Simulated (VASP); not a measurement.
# PrHRh3 (R3m) in VASP: notebook

Runs on PrHRh3. Level: PBE. Tasks: single point.

All numbers are computed with VASP 6.6.1; they aren't measurements. Logs are shortened: lines on timing, memory, paths and dates and some standing lists are left out, and cuts for length are marked.

### Step 1. The cell of the first run

It takes space group R3m (No. 160, trigonal). The conventional cell has a = 5.898 Å, b = 5.898 Å, c = 7.236 Å, α = 90.00°, β = 90.00°, γ = 120.00°. Pr (site symmetry 3m) has 12 Rh at 2.95 to 2.96 Å and 7 H at 3.22 to 3.76 Å within 3.9 Å. H (site symmetry 3m) has 6 Rh at 1.91 to 2.32 Å within 2.5 Å. Rh (site symmetry m) has 2 H at 1.91 to 2.32 Å within 2.5 Å.

### Step 2. Single point, PBE

The input, INCAR:

```
ALGO = Normal
EDIFF = 1E-7
ENCUT = 520
GGA = PE
ISIF = 2
ISMEAR = 0
LASPH = True
LCHARG = True
LELF = True
LREAL = False
LVHAR = True
LWAVE = False
NBANDS = 38
NELM = 100
PREC = Accurate
SIGMA = 0.2
```

The input, KPOINTS:

```
k-points
0
Gamma
  4 4 4
```

The input, POSCAR:

```
PrHRh3
1.0
    2.9492327490      1.7027403229      2.4121311755
   -2.9492327490      1.7027403229      2.4121311755
    0.0000000000     -3.4054806418      2.4121311784
Pr H Rh
1 1 3
Direct
   -0.0008951542     -0.0008951542     -0.0008951542
    0.5540236769      0.5540236769      0.5540236769
    0.4980833605      0.0043705763      0.4980833605
    0.4980833605      0.4980833605      0.0043705763
    0.0043705763      0.4980833605      0.4980833605
```

Potentials or basis: VASP PAW PBE potentials, release 64 (Pr, H, Rh_pv).

On the command line:

```sh
$ cat potpaw_PBE.64/Pr/POTCAR potpaw_PBE.64/H/POTCAR potpaw_PBE.64/Rh_pv/POTCAR > POTCAR
$ mpirun -np 1 vasp_std > vasp.out
```

OUTCAR:

```text
EDIFF = 1E-7
   ENCUT = 520
   GGA = PE
   ISIF = 2
   ISMEAR = 0
   LASPH = True
   LREAL = False
   NELM = 100
   PREC = Accurate

 ion  position               nearest neighbor table
   1  0.999  0.999  0.999-   4 2.95   3 2.95   5 2.95   4 2.95   4 2.95   3 2.95   5 2.95   3 2.95
                             5 2.95   4 2.96   3 2.96   5 2.96
   2  0.554  0.554  0.554-   3 1.91   5 1.91   4 1.91
   3  0.498  0.004  0.498-   2 1.91   5 2.91   4 2.91   1 2.95   1 2.95   1 2.95   5 2.95   5 2.95
                             4 2.95   4 2.95   1 2.96   5 2.99   4 2.99
   4  0.498  0.498  0.004-   2 1.91   3 2.91   5 2.91   1 2.95   1 2.95   1 2.95   5 2.95   3 2.95
                             3 2.95   5 2.95   1 2.96   5 2.99   3 2.99
   5  0.004  0.498  0.498-   2 1.91   3 2.91   4 2.91   1 2.95   1 2.95   1 2.95   3 2.95   3 2.95
                             4 2.95   4 2.95   1 2.96   3 2.99   4 2.99

  LATTYP: Found a trigonal (rhomboedric) cell.
 ALAT       =     4.1732092235
 COS(alpha) =     0.0011327501

  Lattice vectors:

 A1 = (   2.9492327490,   1.7027403229,   2.4121311755)
 A2 = (  -2.9492327490,   1.7027403229,   2.4121311755)
 A3 = (   0.0000000000,  -3.4054806418,   2.4121311784)

Analysis of symmetry for initial positions (statically):
=====================================================================
 Subroutine PRICEL returns:
 Original cell was already a primitive cell.

 Routine SETGRP: Setting up the symmetry group for a
 trigonal (rhombohedral) supercell.

 Subroutine GETGRP returns: Found  6 space group operations
 (whereof  6 operations were pure point group operations)
 out of a pool of 12 trial point group operations.

The static configuration has the point symmetry C_3v.

Analysis of symmetry for dynamics (positions and initial velocities):
=====================================================================
 Subroutine PRICEL returns:
 Original cell was already a primitive cell.

 Routine SETGRP: Setting up the symmetry group for a
 trigonal (rhombohedral) supercell.

 Subroutine GETGRP returns: Found  6 space group operations
 (whereof  6 operations were pure point group operations)
 out of a pool of 12 trial point group operations.

The dynamic configuration has the point symmetry C_3v.

 Subroutine INISYM returns: Found  6 space group operations
 (whereof  6 operations are pure point group operations),
 and found     1 'primitive' translations

----------------------------------------------------------------------------------------

                                     Primitive cell

  volume of cell :      72.6791

  direct lattice vectors                    reciprocal lattice vectors
     2.949232749  1.702740323  2.412131175     0.169535619  0.097881435  0.138190384
    -2.949232749  1.702740323  2.412131175    -0.169535619  0.097881435  0.138190384
     0.000000000 -3.405480642  2.412131178     0.000000000 -0.195762871  0.138190384

  length of vectors
     4.173209223  4.173209223  4.173209224     0.239624047  0.239624047  0.239624047

  position of ions in fractional coordinates (direct lattice)
     0.999104846  0.999104846  0.999104846
     0.554023677  0.554023677  0.554023677
     0.498083360  0.004370576  0.498083360
     0.498083360  0.498083360  0.004370576
     0.004370576  0.498083360  0.498083360

  ion indices of the primitive-cell ions
   primitive index   ion index
                 1           1
                 2           2
                 3           3
                 4           4
                 5           5

----------------------------------------------------------------------------------------

 KPOINTS: k-points

Automatic generation of k-mesh.
 Grid dimensions read from file:
 generate k-points for:    4    4    4

 Generating k-lattice:

  Cartesian coordinates                     Fractional coordinates (reciprocal lattice)
     0.042383905  0.024470359  0.034547596     0.250000000  0.000000000  0.000000000
    -0.042383905  0.024470359  0.034547596     0.000000000  0.250000000  0.000000000
     0.000000000 -0.048940718  0.034547596     0.000000000  0.000000000  0.250000000

  Length of vectors
     0.059906012  0.059906012  0.059906012

  Shift w.r.t. Gamma in fractional coordinates (k-lattice)
     0.000000000  0.000000000  0.000000000

 Subroutine IBZKPT returns following result:
 ===========================================

 Found     13 irreducible k-points:

 Following reciprocal coordinates:
            Coordinates               Weight
  0.000000  0.000000  0.000000      1.000000
  0.250000  0.000000  0.000000      6.000000
  0.500000  0.000000  0.000000      3.000000
  0.250000  0.250000  0.000000      6.000000
  0.500000  0.250000  0.000000     12.000000
 -0.250000  0.250000  0.000000      6.000000
  0.500000  0.500000  0.000000      3.000000
  0.250000  0.250000  0.250000      2.000000
  0.500000  0.250000  0.250000      6.000000
 -0.250000  0.250000  0.250000      6.000000
  0.500000  0.500000  0.250000      6.000000
 -0.250000  0.500000  0.250000      6.000000
  0.500000  0.500000  0.500000      1.000000
   k-points           NKPTS =     13   k-points in BZ     NKDIM =     13   number of bands    NBANDS=     38
   number of dos      NEDOS =    301   number of ions     NIONS =      5
   total plane-waves  NPLWV =  32768
   dimension x,y,z NGX =    32 NGY =   32 NGZ =   32
   dimension x,y,z NGXF=    64 NGYF=   64 NGZF=   64
   ions per type =               1   1   3
   NGX,Y,Z   is equivalent  to a cutoff of  12.75, 12.75, 12.75 a.u.
   NGXF,Y,Z  is equivalent  to a cutoff of  25.50, 25.50, 25.50 a.u.
 SYSTEM =  unknown system
   PREC   = accura    normal or accurate (medium, high low for compatibility)
   ISTART =      0    job   : 0-new  1-cont  2-samecut
   ICHARG =      2    charge: 1-file 2-atom 10-const
   ISPIN  =      1    spin polarized calculation?
   LNONCOLLINEAR =      F non collinear calculations
   LSORBIT =      F    spin-orbit coupling
   LASPH  =      T    aspherical Exc in radial PAW
   ENCUT  =  520.0 eV  38.22 Ry    6.18 a.u.   7.76  7.76  7.76*2*pi/ulx,y,z
   NELM   =    100;   NELMIN=  2; NELMDL= -5     # of ELM steps
   EDIFF  = 0.1E-06   stopping-criterion for ELM
   LREAL  =      F    real-space projection
   EDIFFG = 0.1E-05   stopping-criterion for IOM
   NSW    =      0    number of steps for IOM
   IBRION =     -1    ionic relax: 0-MD 1-quasi-New 2-CG
   NFREE  =      0    steps in history (QN), initial steepest desc. (CG)
   ISIF   =      2    stress and relaxation
   ISYM   =      2    0-nonsym 1-usesym 2-fastsym
   POTIM  = 0.5000    time-step for ionic-motion
   TEBEG  =    0.0;   TEEND  =   0.0 temperature during run
   PSTRESS=    0.0 pullay stress
   NELECT =      59.0000    total number of electrons
   NUPDOWN=      -1.0000    fix difference up-down
   EMIN   =  10.00;   EMAX   =-10.00  energy-range for DOS
   EFERMI =   0.00;   METHOD = LEGACY
   ISMEAR =     0;   SIGMA  =   0.20  broadening in eV -4-tet -1-fermi 0-gaus
   EFERMI_NEDOS =   21; number of points for ismear=-14 and -15
   IALGO  =     38    algorithm
   IMIX   =      4    mixing-type and parameters
     AMIX     =   0.40;   BMIX     =  1.00
     AMIX_MAG =   1.60;   BMIX_MAG =  1.00
  volume/ion in A,a.u.               =      14.54        98.09
  Fermi-wavevector in a.u.,A,eV,Ry     =   1.527176  2.885943 31.732393  2.332265
  Thomas-Fermi vector in A             =   2.635108
   LORBIT       =      0    0 simple, 1 ext, 2 COOP (PROOUT), +10 PAW based schemes
   GGA     = PE    functional components
   LHFCALC =     F    Hartree Fock is set to
   AEXX    =    0.0000 exact exchange contribution
   IVDW    =     0    specifies the selected vdW correction
   LEPSILON=     F    determine dielectric tensor
   LRPA    =     F    only Hartree local field effects (RPA)
 non-spin polarized calculation
 Gauss-broadening in eV      SIGMA  =   0.20
  energy-cutoff  :      520.00
  volume of cell :       72.68
 maximum number of plane-waves:      1972
   NGX = 15   NGY = 15   NGZ = 15

 number of electron      59.0000002 magnetization

 Free energy of the ion-electron system (eV)
  ---------------------------------------------------
  ext. energy  EPLUGINS =         0.00000000
  ---------------------------------------------------
  free energy    TOTEN  =       -32.79283374 eV

  energy without entropy =      -32.58370146  energy(sigma->0) =      -32.68826760

 E-fermi :   9.2979     XC(G=0): -12.7034

 val. band max:        9.2167394353   @ k =  -0.2500   0.2500   0.2500
 cond. band min:       9.3068007201   @ k =  -0.2500   0.5000   0.2500
 fundamental gap:      0.0900612849
 Fermi energy:         9.2978800045

 k-point     1 :       0.0000    0.0000    0.0000
  band No.  band energies     occupation
      1     -36.8097      2.00000
      2     -36.7853      2.00000
      3     -36.7853      2.00000
      4     -36.6383      2.00000
      5     -36.6383      2.00000
      6     -36.6332      2.00000
[... 30 lines left out ...]
     37      12.2305      0.00000
     38      13.0872      0.00000

 k-point     2 :       0.2500    0.0000    0.0000
  band No.  band energies     occupation
      1     -36.7927      2.00000
      2     -36.7708      2.00000
      3     -36.7647      2.00000
      4     -36.6451      2.00000
      5     -36.6420      2.00000
      6     -36.6352      2.00000
[... 30 lines left out ...]
     37      10.3736      0.00000
     38      12.4761      0.00000

 k-point     3 :       0.5000    0.0000    0.0000
  band No.  band energies     occupation
      1     -36.7734      2.00000
      2     -36.7526      2.00000
      3     -36.7256      2.00000
      4     -36.6711      2.00000
      5     -36.6516      2.00000
      6     -36.6498      2.00000
[... 30 lines left out ...]
     37       9.8006      0.00038
[... 330 lines left out ...]
 k-point    12 :      -0.2500    0.5000    0.2500
  band No.  band energies     occupation
      1     -36.8332      2.00000
      2     -36.7202      2.00000
      3     -36.7094      2.00000
      4     -36.7005      2.00000
      5     -36.6918      2.00000
      6     -36.6515      2.00000
[... 30 lines left out ...]
     37       9.7875      0.00054
     38      11.9558      0.00000

 k-point    13 :       0.5000    0.5000    0.5000
  band No.  band energies     occupation
      1     -36.8922      2.00000
      2     -36.7369      2.00000
      3     -36.7356      2.00000
      4     -36.7356      2.00000
      5     -36.6388      2.00000
      6     -36.6388      2.00000
[... 30 lines left out ...]
     37      12.1522      0.00000
     38      12.1630      0.00000

------------------------ aborting loop because EDIFF is reached ----------------------------------------

  FORCE on cell =-STRESS in cart. coord.  units (eV):
  Direction    XX          YY          ZZ          XY          YZ          ZX
  --------------------------------------------------------------------------------------
  -------------------------------------------------------------------------------------
  Total       -3.7597304     -3.7597304     -3.8749745      0.0000000     -0.0000000      0.0000000
  in kB      -82.8815074    -82.8815074    -85.4220120      0.0000000     -0.0000000      0.0000000
  external PRESSURE =     -83.7283423 kB  Pullay stress =       0.0000000 kB

 VOLUME and BASIS-vectors are now :
 -----------------------------------------------------------------------------
  energy-cutoff  :      520.00
  volume of cell :       72.68
      direct lattice vectors                 reciprocal lattice vectors
     2.949232749  1.702740323  2.412131175     0.169535619  0.097881435  0.138190384
    -2.949232749  1.702740323  2.412131175    -0.169535619  0.097881435  0.138190384
     0.000000000 -3.405480642  2.412131178     0.000000000 -0.195762871  0.138190384

 POSITION                                       TOTAL-FORCE (eV/Angst)
 -----------------------------------------------------------------------------------
      0.00000      0.00000      7.22992         0.000000      0.000000      0.129003
      0.00000      0.00000      4.00913         0.000000      0.000000      0.036416
      1.45607     -0.84066      2.41343         0.058340     -0.033682     -0.055139
      0.00000      1.68133      2.41343         0.000000      0.067365     -0.055139
     -1.45607     -0.84066      2.41343        -0.058340     -0.033682     -0.055139
 -----------------------------------------------------------------------------------
    total drift:                                0.000000      0.000002     -0.000076

  FREE ENERGIE OF THE ION-ELECTRON SYSTEM (eV)
  ---------------------------------------------------
  free  energy   TOTEN  =       -32.7928337416 eV

  energy  without entropy=      -32.5837014605  energy(sigma->0) =      -32.68826760
```

Run time: 28 s. Hardware: 1 thread of Intel Xeon 6975P-C (Granite Rapids), shared host; peak memory 0.2 GiB.

Results:

```
Free energy   : -32.7928 eV
Pressure      : -8.4 GPa
Largest force : 0.129 eV/Å
```

Forces on the atoms (eV/Å):
```
Pr   0.000  0.000  0.129
H    0.000  0.000  0.036
Rh   0.058 -0.034 -0.055
Rh   0.000  0.067 -0.055
Rh  -0.058 -0.034 -0.055
```

Caveat: the k points lie up to 0.38 Å⁻¹ apart; spin-orbit coupling is left out, which moves the levels of the heavy elements; without U or exact exchange the open f shell lies at the Fermi level, which spoils levels, moments and volumes. Spin polarisation is off, so any magnetic state and its effect on volume and gap are missing.

### Step 3. Single point, PBE (volume scaled by 0.97, then relaxed in part)

The input, INCAR:

```
SYSTEM = PrHRh3
PREC     = Accurate       ! precision mode
ENCUT    = 520            ! plane-wave cutoff, eV
EDIFF    = 1E-6           ! SCF threshold, eV
ISMEAR   = 0              ! smearing method
SIGMA    = 0.1            ! smearing width, eV
LREAL    = .FALSE.        ! projectors in reciprocal space
LASPH    = .TRUE.         ! aspherical terms in the spheres
NELM     = 100            ! most SCF steps
ALGO     = Normal         ! electronic algorithm
ISIF     = 2              ! what is computed and relaxed
LWAVE    = .FALSE.        ! write WAVECAR
LCHARG   = .FALSE.        ! write CHGCAR
GGA      = PE             ! functional
NBANDS   = 38             ! bands
```

The input, KPOINTS:

```
Automatic mesh
0
G
  6 6 6
  0 0 0
```

The input, POSCAR:

```
PrHRh3
1.0
    2.9239938612      1.6881686429      2.3898556900
   -2.9239938612      1.6881686429      2.3898556900
    0.0000000000     -3.3763372857      2.3898556900
Pr H Rh
1 1 3
Direct
    1.0007504772      1.0007504772      1.0007504772
    0.5487167263      0.5487167263      0.5487167263
    0.4996593545      0.0048799074      0.4996593545
    0.4996593545      0.4996593545      0.0048799074
    0.0048799074      0.4996593545      0.4996593545
```

Potentials or basis: VASP PAW PBE potentials, release 64 (Pr, H, Rh_pv).

On the command line:

```sh
$ cat potpaw_PBE.64/Pr/POTCAR potpaw_PBE.64/H/POTCAR potpaw_PBE.64/Rh_pv/POTCAR > POTCAR
$ mpirun -np 1 vasp_std > vasp.out
```

Wall time 49 s (1 thread of Intel Xeon 6975P-C (Granite Rapids), shared host); peak memory 0.23 GiB.

It converged, with:

| Item | Value |
| --- | --- |
| Free energy | -32.7873 eV |
| Pressure | -5.1 GPa |
| Largest force | 0.130 eV/Å |

Forces in eV/Å, atoms in the order of the input:
```
Pr   0.000  0.000  0.130
H    0.000  0.000 -0.007
Rh   0.031 -0.018 -0.041
Rh   0.000  0.035 -0.041
Rh  -0.031 -0.018 -0.041
```

Stress tensor (GPa, compression positive):
```
-5.02  0.00  0.00
 0.00 -5.02  0.00
 0.00  0.00 -5.35
```

Levels at points of the mesh, in eV from the Fermi level:
```tsv
k point	band 25	band 26	band 27	band 28	band 29	band 30	band 31	band 32	band 33	band 34
(0.00, 0.00, 0.00)	-0.74	-0.05	-0.04	-0.04	0.00	0.02	0.02	0.05	0.15	0.45
(0.50, 0.00, 0.00)	-1.57	-1.43	-1.43	-1.16	-0.58	0.21	0.23	0.23	0.37	0.38
(0.50, 0.50, 0.00)	-1.70	-1.68	-1.59	-1.58	-0.98	-0.62	0.13	0.13	0.23	0.25
(0.50, 0.50, 0.50)	-1.56	-1.56	0.01	0.01	0.01	0.04	0.05	0.05	0.07	0.16
```

Caveat: the cell differs from its parent crystal (volume scaled by 0.97, then relaxed in part); spin-orbit coupling is left out, which moves the levels of the heavy elements; without U or exact exchange the open f shell lies at the Fermi level, which spoils levels, moments and volumes.

### Step 4. Single point, PBE

This run uses another cell than the first one, of 14.59 Å³/atom, 1.004 times its volume.

The input, INCAR:

```
PREC     = Accurate       # precision mode
ENCUT    = 520            # plane-wave cutoff, eV
EDIFF    = 1E-6           # SCF threshold, eV
ISMEAR   = 0              # smearing method
SIGMA    = 0.1            # smearing width, eV
LREAL    = F              # projectors in reciprocal space
LASPH    = T              # aspherical terms in the spheres
NELM     = 80             # most SCF steps
ALGO     = Normal         # electronic algorithm
ISIF     = 2              # what is computed and relaxed
LWAVE    = F              # write WAVECAR
LCHARG   = F              # write CHGCAR
GGA      = PE             # functional
NBANDS   = 38             # bands
```

The input, KPOINTS:

```
regular mesh
0
Gamma
  6 6 6
```

The input, POSCAR:

```
PrHRh3
1.0
    2.9531482532      1.7050009389      2.4153627048
   -2.9531482532      1.7050009389      2.4153627048
    0.0000000000     -3.4100018778      2.4153627049
Pr H Rh
1 1 3
Direct
    0.9948584604      0.9948584604      0.9948584604
    0.5696570666      0.5696570666      0.5696570666
    0.4931433376      0.0028636177      0.4931433376
    0.4931433376      0.4931433376      0.0028636177
    0.0028636177      0.4931433376      0.4931433376
```

On the command line:

```sh
$ cat potpaw_PBE.64/Pr/POTCAR potpaw_PBE.64/H/POTCAR potpaw_PBE.64/Rh_pv/POTCAR > POTCAR
$ mpirun -np 1 vasp_std > vasp.out
```

Run time: 52 s. Hardware: 1 thread of Intel Xeon 6975P-C (Granite Rapids), shared host; peak memory 0.24 GiB.

Results (log left out):

```yaml
Free_energy: -32.6878 eV
Pressure: -8.7 GPa
Largest_force: 0.180 eV/Å
```

Forces on the atoms (eV/Å):
```
Pr   0.000  0.000  0.180
H    0.000  0.000 -0.007
Rh   0.049 -0.028 -0.058
Rh   0.000  0.057 -0.058
Rh  -0.049 -0.028 -0.058
```

Stress tensor (GPa, compression positive):
```
-8.46  0.00  0.00
 0.00 -8.46  0.00
 0.00  0.00 -9.19
```

Levels at points of the mesh, in eV from the Fermi level:
| k point | band 25 | band 26 | band 27 | band 28 | band 29 | band 30 | band 31 | band 32 | band 33 | band 34 |
| --- | --- | --- | --- | --- | --- | --- | --- | --- | --- | --- |
| (0.00, 0.00, 0.00) | -0.71 | -0.06 | -0.04 | -0.04 | -0.01 | 0.03 | 0.03 | 0.06 | 0.15 | 0.42 |
| (0.50, 0.00, 0.00) | -1.48 | -1.37 | -1.36 | -1.12 | -0.55 | 0.20 | 0.22 | 0.22 | 0.35 | 0.36 |
| (0.50, 0.50, 0.00) | -1.65 | -1.62 | -1.50 | -1.49 | -0.93 | -0.56 | 0.12 | 0.13 | 0.22 | 0.24 |
| (0.50, 0.50, 0.50) | -1.48 | -1.48 | 0.01 | 0.01 | 0.01 | 0.02 | 0.05 | 0.05 | 0.11 | 0.16 |

Caveat: spin-orbit coupling is left out, which moves the levels of the heavy elements; without U or exact exchange the open f shell lies at the Fermi level, which spoils levels, moments and volumes.

(Part 1 of 2 ends here.)
